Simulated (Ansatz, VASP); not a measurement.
One calculation of In3Sb, two programs

```
CELL_PARAMETERS angstrom
4.36663 0.00000 0.00000
0.00000 4.36663 0.00000
0.00000 0.00000 5.23996
ATOMIC_POSITIONS crystal
In 0.50000 0.50000 0.00000
In 0.50000 0.00000 0.50000
In 0.00000 0.50000 0.50000
Sb 0.00000 0.00000 0.00000
```

Alike in both runs: task single point; functional PBEsol; dispersion D3(BJ); k mesh 12 × 12 × 12; occupations gaussian, width 0.15 eV; no spin polarisation.

|  | VASP | Ansatz |
| --- | --- | --- |
| version | VASP 6.6.1 | Ansatz 0.2.0 |
| potentials or method | VASP PAW PBE potentials, release 64 (In_d, Sb), cutoff 520 eV | scalar-relativistic, plane waves, PAW |
| valence electrons in the cell | 44 | 54 |

|  | VASP | Ansatz | Ansatz less VASP |
| --- | --- | --- | --- |
| gap on the k mesh at the Fermi level (eV) | none | none | - |
| pressure (GPa) | -0.1 | 0.0 | +0.05 |
| traceless stress, the component that is largest in VASP (GPa) | -0.70 | -0.69 | +0.014 |

VASP's potentials were made for PBE, not for PBEsol. A gap of «none» marks a metal or a gap that the smearing closes. VASP's potentials hold 44 valence electrons a cell and Ansatz's 54, so a difference there can come from the potentials and not from the codes.

Neither program's run includes spin-orbit coupling.
